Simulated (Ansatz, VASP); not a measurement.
# Ag in VASP and in Ansatz

POSCAR

```
Ag
1.0
    0.0000000000      2.9202056639      2.9202056639
    2.9202056639      0.0000000000      2.9202056639
    2.9202056639      2.9202056639      0.0000000000
Ag
2
Direct
    0.1250000000      0.1250000000      0.1250000000
    0.8750000000      0.8750000000      0.8750000000
```

Contents of INCAR.step1:

```
ALGO = Normal ; EDIFF = 1E-4
ENCUT = 520 ; GGA = PE
ISMEAR = -1 ; LASPH = T
LCHARG = F ; LREAL = F
LWAVE = T ; NBANDS = 18
NELM = 60 ; PREC = Accurate
SIGMA = 0.1
```

The input INCAR.step2:

```
ALGO = Normal ; EDIFF = 1E-7
ENCUT = 520 ; ISIF = 2
ISMEAR = -1 ; ISTART = 1
LASPH = T ; LCHARG = F
LMIXTAU = T ; LREAL = F
LWAVE = F ; METAGGA = R2SCAN
NBANDS = 18 ; NELM = 60
PREC = Accurate ; SIGMA = 0.1
```

Contents of KPOINTS:

```
k-points
0
Gamma
  10 10 10
```

Input for Ansatz:

```yaml
crystal:
  lattice:
    - [0.0, 2.9202056639, 2.9202056639]
    - [2.9202056639, 0.0, 2.9202056639]
    - [2.9202056639, 2.9202056639, 0.0]
  atoms:
    - { symbol: Ag, position: [0.125, 0.125, 0.125] }
    - { symbol: Ag, position: [0.875, 0.875, 0.875] }
hamiltonian:
  xc: r2scan
  pseudopotentials:
    kind: paw
    azcp:
      Ag: "pseudopotentials/Ag.paw.azcp"
basis:
  ecutwfc: 500
  fft_grid_basis: typed
kpoints:
  mp_grid: { grid: [10, 10, 10], shift: [0, 0, 0] }
magnetization:
  spin_polarized: false
scf:
  occupations: { method: fermi_dirac, width: 0.1 }
  lower_state_search: "off"
output:
  stress: true
```

Alike in both runs: task single point; functional r2SCAN; k mesh 10 × 10 × 10; occupations fermi-dirac, width 0.1 eV; no spin polarisation.

|  | VASP | Ansatz |
| --- | --- | --- |
| version | VASP 6.6.1 | Ansatz 0.2.0 |
| potentials or method | VASP PAW PBE potentials, release 64 (Ag), cutoff 520 eV | plane waves (500 eV) with PAW, scalar-relativistic |
| valence electrons in the cell | 22 | 38 |

VASP gave:

```
pressure (GPa) : 7.3
```

Estimate Ansatz's values.

pressure (GPa): 7.1.

VASP's potentials were made for PBE, not for r2SCAN. VASP's potentials hold 22 valence electrons a cell and Ansatz's 38, so a difference there can come from the potentials and not from the codes.
